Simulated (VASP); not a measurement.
# Pd (Fm-3m) in VASP: notebook

Pd is run at these levels: BLYP; tasks: single point.

Everything below comes from runs of VASP 6.6.1. Logs are shortened: lines on timing, memory, paths and dates and some standing lists are left out, and cuts for length are marked.

**1. The cell of the first run**

Symmetry: Fm-3m, No. 225, cubic system. The conventional cell has a = 4.032 Å, b = 4.032 Å, c = 4.032 Å, α = 90.00°, β = 90.00°, γ = 90.00°. Pd (site symmetry m-3m) has 12 Pd at 2.85 Å within 3.8 Å.

**2. Single point, BLYP**

INCAR

```
SYSTEM = Pd
PREC     = Accurate       ! precision mode
ENCUT    = 520            ! plane-wave cutoff, eV
EDIFF    = 1E-6           ! SCF threshold, eV
ISMEAR   = -1             ! smearing method
SIGMA    = 0.1            ! smearing width, eV
LREAL    = .FALSE.        ! projectors in reciprocal space
LASPH    = .TRUE.         ! aspherical terms in the spheres
NELM     = 100            ! most SCF steps
ALGO     = Normal         ! electronic algorithm
ISIF     = 2              ! what is computed and relaxed
LWAVE    = .FALSE.        ! write WAVECAR
LCHARG   = .FALSE.        ! write CHGCAR
GGA      = B5             ! functional
ALDAX    = 1.0          
AGGAX    = 1.0          
AGGAC    = 1.0          
ALDAC    = 0.0          
NBANDS   = 11             ! bands
```

KPOINTS

```
Automatic mesh
0
G
  22 22 22
  0 0 0
```

POSCAR

```
Pd
1.0
    0.0000000000      2.0158423276      2.0158423276
    2.0158423276      0.0000000000      2.0158423276
    2.0158423276      2.0158423276      0.0000000000
Pd
1
Direct
    0.0000000000      0.0000000000      0.0000000000
```

Potentials or basis: VASP PAW PBE potentials, release 64 (Pd).

On the command line:

```bash
> cat potpaw_PBE.64/Pd/POTCAR > POTCAR
> mpirun -np 1 vasp_std > vasp.out
```

OUTCAR:

```text
SYSTEM = Pd
   PREC = Accurate
   ENCUT = 520
   EDIFF = 1E-6
   ISMEAR = -1
   LREAL = .FALSE.
   LASPH = .TRUE.
   NELM = 100
   ISIF = 2
   GGA = B5

 ion  position               nearest neighbor table
   1  0.000  0.000  0.000-

  LATTYP: Found a face centered cubic cell.
 ALAT       =     4.0316846552

  Lattice vectors:

 A1 = (   0.0000000000,   2.0158423276,   2.0158423276)
 A2 = (   2.0158423276,   0.0000000000,   2.0158423276)
 A3 = (   2.0158423276,   2.0158423276,   0.0000000000)

Analysis of symmetry for initial positions (statically):
=====================================================================
 Subroutine PRICEL returns:
 Original cell was already a primitive cell.

 Routine SETGRP: Setting up the symmetry group for a
 face centered cubic supercell.

 Subroutine GETGRP returns: Found 48 space group operations
 (whereof 48 operations were pure point group operations)
 out of a pool of 48 trial point group operations.

The static configuration has the point symmetry O_h .

Analysis of symmetry for dynamics (positions and initial velocities):
=====================================================================
 Subroutine PRICEL returns:
 Original cell was already a primitive cell.

 Routine SETGRP: Setting up the symmetry group for a
 face centered cubic supercell.

 Subroutine GETGRP returns: Found 48 space group operations
 (whereof 48 operations were pure point group operations)
 out of a pool of 48 trial point group operations.

The dynamic configuration has the point symmetry O_h .

 Subroutine INISYM returns: Found 48 space group operations
 (whereof 48 operations are pure point group operations),
 and found     1 'primitive' translations

----------------------------------------------------------------------------------------

                                     Primitive cell

  volume of cell :      16.3832

  direct lattice vectors                    reciprocal lattice vectors
     0.000000000  2.015842328  2.015842328    -0.248035272  0.248035272  0.248035272
     2.015842328  0.000000000  2.015842328     0.248035272 -0.248035272  0.248035272
     2.015842328  2.015842328  0.000000000     0.248035272  0.248035272 -0.248035272

  length of vectors
     2.850831559  2.850831559  2.850831559     0.429609693  0.429609693  0.429609693

  position of ions in fractional coordinates (direct lattice)
     0.000000000  0.000000000  0.000000000

  ion indices of the primitive-cell ions
   primitive index   ion index
                 1           1

[... 72 lines left out ...]
   LREAL  =      F    real-space projection
   EDIFFG = 0.1E-04   stopping-criterion for IOM
   NSW    =      0    number of steps for IOM
   IBRION =     -1    ionic relax: 0-MD 1-quasi-New 2-CG
   NFREE  =      0    steps in history (QN), initial steepest desc. (CG)
   ISIF   =      2    stress and relaxation
   ISYM   =      2    0-nonsym 1-usesym 2-fastsym
   POTIM  = 0.5000    time-step for ionic-motion
   TEBEG  =    0.0;   TEEND  =   0.0 temperature during run
   PSTRESS=    0.0 pullay stress
   NELECT =      10.0000    total number of electrons
   NUPDOWN=      -1.0000    fix difference up-down
   EMIN   =  10.00;   EMAX   =-10.00  energy-range for DOS
   EFERMI =   0.00;   METHOD = LEGACY
   ISMEAR =    -1;   SIGMA  =   0.10  broadening in eV -4-tet -1-fermi 0-gaus
   EFERMI_NEDOS =   21; number of points for ismear=-14 and -15
   IALGO  =     38    algorithm
   IMIX   =      4    mixing-type and parameters
     AMIX     =   0.40;   BMIX     =  1.00
     AMIX_MAG =   1.60;   BMIX_MAG =  1.00
  volume/ion in A,a.u.               =      16.38       110.56
  Fermi-wavevector in a.u.,A,eV,Ry     =   1.388699  2.624261 26.238648  1.928486
  Thomas-Fermi vector in A             =   2.512801
   LORBIT       =      0    0 simple, 1 ext, 2 COOP (PROOUT), +10 PAW based schemes
   GGA     = B5    functional components
   LHFCALC =     F    Hartree Fock is set to
   AEXX    =    0.0000 exact exchange contribution
   IVDW    =     0    specifies the selected vdW correction
   LEPSILON=     F    determine dielectric tensor
   LRPA    =     F    only Hartree local field effects (RPA)
 non-spin polarized calculation
  energy-cutoff  :      520.00
  volume of cell :       16.38
 maximum number of plane-waves:       459
 NGX is ok and might be reduce to    24
   NGX = 11   NGY = 11   NGZ = 11

 number of electron      10.0000001 magnetization

 Free energy of the ion-electron system (eV)
  ---------------------------------------------------
  ext. energy  EPLUGINS =         0.00000000
  ---------------------------------------------------
  free energy    TOTEN  =        -4.41782230 eV

  energy without entropy =       -4.34866313  energy(sigma->0) =       -4.38324271

 E-fermi :   8.6453     XC(G=0): -11.9212

 val. band max:        8.6435070475   @ k =  -0.4091   0.4091   0.0000
 cond. band min:       8.6520601505   @ k =   0.4545   0.2727   0.0000
 fundamental gap:      0.0085531030
 Fermi energy:         8.6452670502

 k-point     1 :       0.0000    0.0000    0.0000
  band No.  band energies     occupation
      1       2.3947      2.00000
      2       6.2050      2.00000
      3       6.2050      2.00000
      4       6.2050      2.00000
      5       7.5494      1.99997
      6       7.5494      1.99997
      7      26.0179      0.00000
      8      30.0041      0.00000
      9      30.0041      0.00000
     10      30.0041      0.00000
     11      34.8081      0.00000
[... 309 lines left out ...]
 k-point    24 :      -0.4545    0.0455    0.0000
  band No.  band energies     occupation
      1       4.1692      2.00000
      2       6.1477      2.00000
      3       6.2091      2.00000
      4       8.3170      1.92766
      5       8.5218      1.54944
      6      10.2373      0.00000
      7      15.3888      0.00000
      8      25.4357      0.00000
      9      28.2071      0.00000
     10      28.6898      0.00000
     11      34.6402      0.00000

 [... further k-points ...]
[... 5 lines left out ...]
  --------------------------------------------------------------------------------------
  -------------------------------------------------------------------------------------
  Total        0.0214596      0.0214596      0.0214596      0.0000000      0.0000000     -0.0000000
  in kB        2.0986180      2.0986180      2.0986180      0.0000000      0.0000000     -0.0000000
  external PRESSURE =       2.0986180 kB  Pullay stress =       0.0000000 kB

 VOLUME and BASIS-vectors are now :
 -----------------------------------------------------------------------------
  energy-cutoff  :      520.00
  volume of cell :       16.38
      direct lattice vectors                 reciprocal lattice vectors
     0.000000000  2.015842328  2.015842328    -0.248035272  0.248035272  0.248035272
     2.015842328  0.000000000  2.015842328     0.248035272 -0.248035272  0.248035272
     2.015842328  2.015842328  0.000000000     0.248035272  0.248035272 -0.248035272

 POSITION                                       TOTAL-FORCE (eV/Angst)
 -----------------------------------------------------------------------------------
      0.00000      0.00000      0.00000         0.000000      0.000000      0.000000
 -----------------------------------------------------------------------------------
    total drift:                               -0.000000      0.000000      0.000000

  FREE ENERGIE OF THE ION-ELECTRON SYSTEM (eV)
  ---------------------------------------------------
  free  energy   TOTEN  =        -4.4178223030 eV

  energy  without entropy=       -4.3486631254  energy(sigma->0) =       -4.38324271
```

OSZICAR:

```text
N       E                     dE             d eps       ncg     rms          rms(c)
DAV:   1     0.434876763873E+02    0.43488E+02   -0.51018E+03  7235   0.842E+02
DAV:   2    -0.404302297388E+01   -0.47531E+02   -0.46057E+02  8180   0.179E+02
DAV:   3    -0.463436888061E+01   -0.59135E+00   -0.58811E+00  8662   0.213E+01
DAV:   4    -0.463759013269E+01   -0.32213E-02   -0.32208E-02  8646   0.166E+00
DAV:   5    -0.463763336219E+01   -0.43230E-04   -0.43230E-04  9578   0.171E-01    0.557E+00
DAV:   6    -0.442521885076E+01    0.21241E+00   -0.10561E+00  8827   0.802E+00    0.258E+00
DAV:   7    -0.442021079505E+01    0.50081E-02   -0.43649E-03  8659   0.685E-01    0.146E+00
DAV:   8    -0.441781187449E+01    0.23989E-02   -0.85513E-04  8984   0.214E-01    0.206E-02
DAV:   9    -0.441782022920E+01   -0.83547E-05   -0.18895E-05 10424   0.337E-02    0.833E-03
DAV:  10    -0.441782246426E+01   -0.22351E-05   -0.33527E-06  8639   0.172E-02    0.214E-03
DAV:  11    -0.441782230299E+01    0.16127E-06   -0.27999E-08  5516   0.179E-03
   1 F= -.44178223E+01 E0= -.43832427E+01  d E =-.691592E-01
```

Run time: 32 s. Hardware: 1 thread of Intel Xeon Platinum 8559C (Emerald Rapids), shared host; peak memory 0.18 GiB.

What came out:

```
Free energy            : -4.4178 eV
Pressure               : 0.2 GPa
Band gap on the k mesh : zero (band 5 reaches 8.85 eV, above the bottom of band 6 at 7.50 eV)
```

Levels at points of the mesh, in eV from the Fermi level:
```
           k point  band 2  band 3  band 4  band 5  band 6  band 7  band 8  band 9
(0.00, 0.00, 0.00)   -2.44   -2.44   -2.44   -1.10   -1.10   17.37   21.36   21.36
(0.50, 0.00, 0.00)   -2.48   -2.48   -0.07   -0.07    1.45    6.52   16.74   20.00
(0.50, 0.50, 0.00)   -4.33   -0.10    0.20    0.20    3.50    9.75   12.67   12.67
```

Caveat: the PAW data sets were made with another functional, which shifts forces and pressure a little.

**3. Single point, BLYP (volume scaled by 1.04)**

INCAR

```
SYSTEM = Pd
  PREC = Accurate
  ENCUT = 520
  EDIFF = 1E-6
  ISMEAR = -1
  SIGMA = 0.1
  LREAL = .FALSE.
  LASPH = .TRUE.
  NELM = 100
  ALGO = Normal
  ISIF = 2
  LWAVE = .FALSE.
  LCHARG = .FALSE.
  GGA = B5
  ALDAX = 1.0
  AGGAX = 1.0
  AGGAC = 1.0
  ALDAC = 0.0
  NBANDS = 11
```

KPOINTS is that of step 2.

POSCAR

```
Pd
1.0
    0.0000000000      2.0423696109      2.0423696109
    2.0423696109      0.0000000000      2.0423696109
    2.0423696109      2.0423696109      0.0000000000
Pd
1
Direct
    0.0000000000      0.0000000000      0.0000000000
```

Potentials or basis: VASP PAW PBE potentials, release 64 (Pd).

On the command line:

```bash
> cat potpaw_PBE.64/Pd/POTCAR > POTCAR
> mpirun -np 1 vasp_std > vasp.out
```

OUTCAR:

```text
SYSTEM = Pd
   PREC = Accurate
   ENCUT = 520
   EDIFF = 1E-6
   ISMEAR = -1
   LREAL = .FALSE.
   LASPH = .TRUE.
   NELM = 100
   ISIF = 2
   GGA = B5

 ion  position               nearest neighbor table
   1  0.000  0.000  0.000-

  LATTYP: Found a face centered cubic cell.
 ALAT       =     4.0847392218

  Lattice vectors:

 A1 = (   0.0000000000,   2.0423696109,   2.0423696109)
 A2 = (   2.0423696109,   0.0000000000,   2.0423696109)
 A3 = (   2.0423696109,   2.0423696109,   0.0000000000)

Analysis of symmetry for initial positions (statically):
=====================================================================
 Subroutine PRICEL returns:
 Original cell was already a primitive cell.

 Routine SETGRP: Setting up the symmetry group for a
 face centered cubic supercell.

 Subroutine GETGRP returns: Found 48 space group operations
 (whereof 48 operations were pure point group operations)
 out of a pool of 48 trial point group operations.

The static configuration has the point symmetry O_h .

Analysis of symmetry for dynamics (positions and initial velocities):
=====================================================================
 Subroutine PRICEL returns:
 Original cell was already a primitive cell.

 Routine SETGRP: Setting up the symmetry group for a
 face centered cubic supercell.

 Subroutine GETGRP returns: Found 48 space group operations
 (whereof 48 operations were pure point group operations)
 out of a pool of 48 trial point group operations.

The dynamic configuration has the point symmetry O_h .

 Subroutine INISYM returns: Found 48 space group operations
 (whereof 48 operations are pure point group operations),
 and found     1 'primitive' translations

----------------------------------------------------------------------------------------

                                     Primitive cell

  volume of cell :      17.0386

  direct lattice vectors                    reciprocal lattice vectors
[... 107 lines left out ...]
  Fermi-wavevector in a.u.,A,eV,Ry     =   1.370662  2.590176 25.561474  1.878715
  Thomas-Fermi vector in A             =   2.496429
   LORBIT       =      0    0 simple, 1 ext, 2 COOP (PROOUT), +10 PAW based schemes
   GGA     = B5    functional components
   LHFCALC =     F    Hartree Fock is set to
   AEXX    =    0.0000 exact exchange contribution
   IVDW    =     0    specifies the selected vdW correction
   LEPSILON=     F    determine dielectric tensor
   LRPA    =     F    only Hartree local field effects (RPA)
 non-spin polarized calculation
  energy-cutoff  :      520.00
  volume of cell :       17.04
 maximum number of plane-waves:       477
 NGX is ok and might be reduce to    24
   NGX = 11   NGY = 11   NGZ = 11

 number of electron      10.0000000 magnetization

 number of electron       9.9999999 magnetization

 Free energy of the ion-electron system (eV)
  ---------------------------------------------------
  ext. energy  EPLUGINS =         0.00000000
  ---------------------------------------------------
  free energy    TOTEN  =        -4.40895344 eV

  energy without entropy =       -4.33760046  energy(sigma->0) =       -4.37327695

 E-fermi :   8.0647     XC(G=0): -11.6934

 val. band max:        8.0635691286   @ k =   0.4545   0.2727   0.0000
 cond. band min:       8.0677079096   @ k =  -0.2727   0.4091   0.1818
 fundamental gap:      0.0041387810
 Fermi energy:         8.0647294385

 k-point     1 :       0.0000    0.0000    0.0000
  band No.  band energies     occupation
      1       2.0821      2.00000
      2       5.7709      2.00000
      3       5.7709      2.00000
      4       5.7709      2.00000
      5       7.0306      1.99994
      6       7.0306      1.99994
      7      25.3736      0.00000
      8      29.1326      0.00000
      9      29.1326      0.00000
     10      29.1326      0.00000
     11      34.1631      0.00000
[... 309 lines left out ...]
 k-point    24 :      -0.4545    0.0455    0.0000
  band No.  band energies     occupation
      1       3.8429      2.00000
      2       5.7197      2.00000
      3       5.7771      2.00000
      4       7.7635      1.90628
      5       7.9424      1.54533
      6       9.6983      0.00000
      7      14.5355      0.00000
      8      24.7722      0.00000
      9      27.2141      0.00000
     10      27.6914      0.00000
     11      33.4629      0.00000

 [... further k-points ...]
[... 5 lines left out ...]
  --------------------------------------------------------------------------------------
  -------------------------------------------------------------------------------------
  Total       -0.4769312     -0.4769312     -0.4769312     -0.0000000     -0.0000000      0.0000000
  in kB      -44.8469902    -44.8469902    -44.8469902     -0.0000000     -0.0000000      0.0000000
  external PRESSURE =     -44.8469902 kB  Pullay stress =       0.0000000 kB

 VOLUME and BASIS-vectors are now :
 -----------------------------------------------------------------------------
  energy-cutoff  :      520.00
  volume of cell :       17.04
      direct lattice vectors                 reciprocal lattice vectors
     0.000000000  2.042369611  2.042369611    -0.244813670  0.244813670  0.244813670
     2.042369611  0.000000000  2.042369611     0.244813670 -0.244813670  0.244813670
     2.042369611  2.042369611  0.000000000     0.244813670  0.244813670 -0.244813670

 POSITION                                       TOTAL-FORCE (eV/Angst)
 -----------------------------------------------------------------------------------
      0.00000      0.00000      0.00000         0.000000      0.000000      0.000000
 -----------------------------------------------------------------------------------
    total drift:                               -0.000000      0.000000     -0.000000

  FREE ENERGIE OF THE ION-ELECTRON SYSTEM (eV)
  ---------------------------------------------------
  free  energy   TOTEN  =        -4.4089534359 eV

  energy  without entropy=       -4.3376004567  energy(sigma->0) =       -4.37327695
```

OSZICAR:

```text
N       E                     dE             d eps       ncg     rms          rms(c)
DAV:   1     0.427029992065E+02    0.42703E+02   -0.50407E+03  7288   0.834E+02
DAV:   2    -0.401142511969E+01   -0.46714E+02   -0.44933E+02  8187   0.176E+02
DAV:   3    -0.461430185861E+01   -0.60288E+00   -0.59940E+00  8584   0.214E+01
DAV:   4    -0.461764651417E+01   -0.33447E-02   -0.33442E-02  8705   0.168E+00
DAV:   5    -0.461769383573E+01   -0.47322E-04   -0.47321E-04  9384   0.175E-01    0.500E+00
DAV:   6    -0.441492792111E+01    0.20277E+00   -0.10799E+00  8752   0.798E+00    0.228E+00
DAV:   7    -0.441090226503E+01    0.40257E-02   -0.43561E-03  8475   0.745E-01    0.131E+00
DAV:   8    -0.440894131984E+01    0.19609E-02   -0.78819E-04  8767   0.200E-01    0.193E-02
DAV:   9    -0.440895193755E+01   -0.10618E-04   -0.14172E-05 10438   0.280E-02    0.100E-02
DAV:  10    -0.440895352638E+01   -0.15888E-05   -0.22858E-06  8528   0.139E-02    0.117E-03
DAV:  11    -0.440895343586E+01    0.90528E-07   -0.20716E-08  5333   0.141E-03
   1 F= -.44089534E+01 E0= -.43732769E+01  d E =-.713530E-01
```

It took 27 s on 1 thread of Intel Xeon Platinum 8559C (Emerald Rapids), shared host; peak memory 0.18 GiB.

Results:

| Item | Value |
| --- | --- |
| Free energy | -4.4090 eV |
| Pressure | -4.5 GPa |
| Band gap on the k mesh | zero (band 5 reaches 8.25 eV, above the bottom of band 6 at 6.98 eV) |

Caveat: the PAW data sets were made with another functional, which shifts forces and pressure a little.

**4. Single point, BLYP (volume scaled by 1.08)**

INCAR

```
SYSTEM = Pd
PREC     = Accurate       ! precision mode
ENCUT    = 520            ! plane-wave cutoff, eV
EDIFF    = 1E-7           ! SCF threshold, eV
ISMEAR   = -1             ! smearing method
SIGMA    = 0.1            ! smearing width, eV
LREAL    = .False.        ! projectors in reciprocal space
LASPH    = .True.         ! aspherical terms in the spheres
NELM     = 60             ! most SCF steps
ALGO     = Normal         ! electronic algorithm
ISIF     = 2              ! what is computed and relaxed
LWAVE    = .False.        ! write WAVECAR
LCHARG   = .False.        ! write CHGCAR
GGA      = B5             ! functional
ALDAX    = 1.0          
AGGAX    = 1.0          
AGGAC    = 1.0          
ALDAC    = 0.0          
NBANDS   = 11             ! bands
```

KPOINTS

```
regular mesh
0
Gamma
  22 22 22
  0 0 0
```

POSCAR

```
Pd
1.0
    0.0000000000      2.0682251355      2.0682251355
    2.0682251355      0.0000000000      2.0682251355
    2.0682251355      2.0682251355      0.0000000000
Pd
1
Direct
    0.0000000000      0.0000000000      0.0000000000
```

On the command line:

```bash
> cat potpaw_PBE.64/Pd/POTCAR > POTCAR
> mpirun -np 1 vasp_std > vasp.out
```

Wall time 32 s (1 thread of Intel Xeon Platinum 8559C (Emerald Rapids), shared host); peak memory 0.19 GiB.

It converged, with:

```yaml
Free_energy: -4.3832 eV
Pressure: -8.1 GPa
Band_gap_on_the_k_mesh: zero (band 5 reaches 7.70 eV, above the bottom of band 6 at 6.51 eV)
```

Levels at points of the mesh, in eV from the Fermi level:
```csv
k point,band 2,band 3,band 4,band 5,band 6,band 7,band 8,band 9
"(0.00, 0.00, 0.00)",-2.16,-2.16,-2.16,-0.98,-0.98,17.24,20.78,20.78
"(0.50, 0.00, 0.00)",-2.19,-2.19,-0.07,-0.07,1.59,5.99,16.60,19.20
"(0.50, 0.50, 0.00)",-3.84,-0.11,0.16,0.16,3.51,9.04,12.23,12.23
```

Caveat: the PAW data sets were made with another functional, which shifts forces and pressure a little.

(Part 1 of 2 ends here.)
